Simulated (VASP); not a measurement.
# SnSe2 (base) (P-3m1) in VASP: a series of runs, part 2 of 2

VASP 6.6.1.

### Step 3. Relaxation of cell and atoms, PBE+D3(BJ)

This run uses another cell than the first one, of 25.64 Å³/atom, 1.003 times its volume.

Contents of INCAR:

```
PREC = Accurate
ENCUT = 600
EDIFF = 1E-6
ISMEAR = 0
SIGMA = 0.02
LREAL = False
LASPH = True
NELM = 80
ALGO = Normal
ISIF = 3
LWAVE = False
LCHARG = False
GGA = PE
IVDW = 12
IBRION = 2
NSW = 100
EDIFFG = -0.002
```

Contents of KPOINTS:

```
Automatic mesh
0
Gamma
  9 9 6
```

Contents of POSCAR:

```
SnSe2
1.0
    3.8389775899      0.0000000000      0.0000000000
   -1.9194887950      3.3246521174      0.0000000000
    0.0000000000      0.0000000000      6.0278085149
Sn Se
1 2
Direct
    0.0000000000      0.0000000000      0.0000000000
    0.3333333333      0.6666666667      0.2645002954
    0.6666666667      0.3333333333      0.7354997046
```

Potentials or basis: VASP PAW PBE potentials, release 64 (Sn_d, Se).

Command:

```bash
cat potpaw_PBE.64/Sn_d/POTCAR potpaw_PBE.64/Se/POTCAR > POTCAR
mpirun -np 1 vasp_std > vasp.out
```

Run time: 14 min. Hardware: 1 thread of Intel Xeon Platinum 8259CL at 2.50GHz (Skylake/Cascade Lake), shared host; peak memory 0.29 GiB.

Results (log left out):

| Item | Value |
| --- | --- |
| Free energy | -12.8976 eV |
| Relaxed volume | 25.59 Å³/atom |
| Relaxed cell | a = 3.841 Å, b = 3.841 Å, c = 6.008 Å, α = 90.00°, β = 90.00°, γ = 120.00° |
| Space group after relaxing (to 0.05 Å) | P-3m1 (No. 164) |
| Energy gained by relaxing | 0.0 meV/atom |
| Ionic steps | 19 |
| Pressure after relaxing | 0.0 GPa |
| Band gap on the k mesh | 0.37 eV, indirect (least direct gap 0.81 eV) |
| Dispersion energy per atom | -0.364 eV |

Final structure:
```
Sn Se
1.0
     3.84146    0.00000    0.00000
    -1.92073    3.32680    0.00000
     0.00000    0.00000    6.00829
Sn Se
1 2
Cartesian
  0.0000 0.0000 0.0000
  0.0000 2.2179 1.5944
  1.9207 1.1089 4.4139
```

Levels at points of the mesh, in eV from the valence-band top:
| k point | band 10 | band 11 | band 12 | band 13 | band 14 | band 15 | band 16 | band 17 |
| --- | --- | --- | --- | --- | --- | --- | --- | --- |
| (0.00, 0.00, 0.00) | -0.71 | -0.54 | -0.54 | -0.10 | 0.71 | 2.93 | 4.49 | 4.49 |
| (0.00, 0.00, 0.50) | -0.87 | -0.87 | -0.28 | -0.28 | 2.40 | 2.78 | 4.11 | 4.11 |

Caveat: spin-orbit coupling is left out, which moves the levels of the heavy elements. A k mesh can miss the band edges.

### Step 4. Relaxation of cell and atoms, PBE+D3(BJ)

Contents of INCAR:

```
  ALGO = Normal
  EDIFF = 1E-7
  EDIFFG = -0.002
  ENCUT = 600
  GGA = PE
  IBRION = 2
  ISIF = 3
  ISMEAR = 0
  IVDW = 12
  LASPH = T
  LCHARG = F
  LREAL = F
  LWAVE = F
  NELM = 80
  NSW = 100
  PREC = Accurate
  SIGMA = 0.02
```

Contents of KPOINTS:

```
k-points
0
Gamma
  12 12 6
```

Contents of POSCAR:

```
SnSe2
1.0
    3.8398693830      0.0000000000      0.0000000000
   -1.9199346915      3.3254244329      0.0000000000
    0.0000000000      0.0000000000      6.0101956466
Sn Se
1 2
Direct
    0.0000000000      0.0000000000      0.0000000000
    0.3333333333      0.6666666667      0.2651187504
    0.6666666667      0.3333333333      0.7348812496
```

Potentials or basis: VASP PAW PBE potentials, release 64 (Sn_d, Se).

Command:

```bash
cat potpaw_PBE.64/Sn_d/POTCAR potpaw_PBE.64/Se/POTCAR > POTCAR
mpirun -np 1 vasp_std > vasp.out
```

OUTCAR:

```text
EDIFF = 1E-7
   EDIFFG = -0.002
   ENCUT = 600
   GGA = PE
   IBRION = 2
   ISIF = 3
   ISMEAR = 0
   IVDW = 12
   LASPH = T
   LREAL = F
   NELM = 80
   NSW = 100
   PREC = Accurate
 IVDW          = 12

 ion  position               nearest neighbor table
   1  0.000  0.000  0.000-   2 2.73   3 2.73   3 2.73   2 2.73   3 2.73   2 2.73
   2  0.333  0.667  0.265-   1 2.73   1 2.73   1 2.73
   3  0.667  0.333  0.735-   1 2.73   1 2.73   1 2.73

  LATTYP: Found a hexagonal cell.
 ALAT       =     3.8398693830
 C/A-ratio  =     1.5652083566

  Lattice vectors:

 A1 = (   3.8398693830,   0.0000000000,   0.0000000000)
 A2 = (  -1.9199346915,   3.3254244329,   0.0000000000)
 A3 = (   0.0000000000,   0.0000000000,   6.0101956466)

Analysis of symmetry for initial positions (statically):
=====================================================================
 Subroutine PRICEL returns:
[... 180 lines left out ...]

 E8    (eV) :    -0.4778
[... 278 lines left out ...]
--------------------------------------- Ionic step        8  -------------------------------------------

 number of electron      26.0000005 magnetization

 Free energy of the ion-electron system (eV)
  ---------------------------------------------------
  ext. energy  EPLUGINS =         0.00000000
  ---------------------------------------------------
  free energy    TOTEN  =       -11.80778461 eV

  energy without entropy =      -11.80778461  energy(sigma->0) =      -11.80778461

 E-fermi :   4.5938     XC(G=0):  -9.5589

 val. band max:        4.4358263529   @ k =   0.0833   0.0833   0.0000
 cond. band min:       4.7775356584   @ k =   0.0000   0.4167   0.3333
 fundamental gap:      0.3417093055
 Fermi energy:         4.5937653062

 k-point     1 :       0.0000    0.0000    0.0000
  band No.  band energies     occupation
      1     -16.9837      2.00000
      2     -16.9837      2.00000
      3     -16.9497      2.00000
      4     -16.9386      2.00000
      5     -16.9386      2.00000
      6      -9.5165      2.00000
[... 457 lines left out ...]
      4     -16.9412      2.00000
      5     -16.9374      2.00000
      6      -9.2011      2.00000
[... 9 lines left out ...]
     16       9.1374      0.00000
     17       9.4349      0.00000

 [... further k-points ...]

------------------------ aborting loop because EDIFF is reached ----------------------------------------

 Edisp (eV)   -1.09066

 E8    (eV) :    -0.4774
[... 26 lines left out ...]
  FREE ENERGIE OF THE ION-ELECTRON SYSTEM (eV)
  ---------------------------------------------------
  free  energy   TOTEN  =       -12.8984474587 eV

  energy  without entropy=      -12.8984474587  energy(sigma->0) =      -12.89844746

 reached required accuracy - stopping structural energy minimisation
```

Run time: 11 min. Hardware: 1 thread of Intel Xeon Platinum 8259CL at 2.50GHz (Skylake/Cascade Lake), shared host; peak memory 0.35 GiB.

Results:

| Property | Result |
| --- | --- |
| Free energy | -12.8984 eV |
| Relaxed volume | 25.60 Å³/atom |
| Relaxed cell | a = 3.841 Å, b = 3.841 Å, c = 6.012 Å, α = 90.00°, β = 90.00°, γ = 120.00° |
| Space group after relaxing (to 0.05 Å) | P-3m1 (No. 164) |
| Energy gained by relaxing | 0.0 meV/atom |
| Ionic steps | 8 |
| Pressure after relaxing | 0.0 GPa |
| Band gap on the k mesh | 0.34 eV, indirect (least direct gap 0.81 eV) |
| Dispersion energy per atom | -0.364 eV |

Final structure:
```
Sn Se
1.0
     3.84070    0.00000    0.00000
    -1.92035    3.32614    0.00000
     0.00000    0.00000    6.01240
Sn Se
1 2
Direct
  0.00000 0.00000 0.00000
  0.33333 0.66667 0.26525
  0.66667 0.33333 0.73475
```

Caveat: spin-orbit coupling is left out, which moves the levels of the heavy elements.

### Step 5. The runs side by side

```tsv
task	cell	k mesh	cutoff (eV)	gap on the mesh (eV)	pressure (GPa)	relaxed volume (Å³/atom)
single point	a = 3.840, b = 3.840, c = 6.009 Å, angles 90.0, 90.0, 120.0°, 3 atoms	12 × 12 × 6	520	0.34	0.1	-
relaxation of cell and atoms	relaxed from a = 3.839, b = 3.839, c = 6.028 Å, angles 90.0, 90.0, 120.0°, 3 atoms	9 × 9 × 6	600	0.37	0.0	25.59
relaxation of cell and atoms	relaxed from a = 3.840, b = 3.840, c = 6.010 Å, angles 90.0, 90.0, 120.0°, 3 atoms	12 × 12 × 6	600	0.34	0.0	25.60
```

Alike in all rows: level PBE+D3(BJ); potentials or basis VASP PAW PBE potentials, release 64 (Sn_d, Se); no spin polarisation; smearing gaussian 0.02 eV.

Caveats: spin-orbit coupling is left out, which moves the levels of the heavy elements.

Total energies depend on the potentials used, so only differences within one code and one set of settings carry meaning.
